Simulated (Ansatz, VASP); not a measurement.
# Ga: VASP beside Ansatz

```
Ga
1.0
    -1.68782    1.68782    1.68782
     1.68782   -1.68782    1.68782
     1.68782    1.68782   -1.68782
Ga
1
Direct
  0.00000 0.00000 0.00000
```

Alike in both runs: functional PBE; k mesh 16 × 16 × 16; occupations fermi-dirac, width 0.08 eV; no spin polarisation.

Ansatz relaxed the structure, and its values are those at the end. VASP's run is a single point on that final structure, the one shown.

```csv
,VASP,Ansatz
version,VASP 6.6.1,Ansatz 0.2.0
potentials or method,"VASP PAW PBE potentials, release 64 (Ga_d)","PAW with Ansatz's default frozen-core files, scalar-relativistic"
plane-wave cutoff (eV),520,420
valence electrons in the cell,13,13
```

|  | VASP | Ansatz | Ansatz less VASP |
| --- | --- | --- | --- |
| pressure (GPa) | 0.1 | 0.0 | -0.06 |
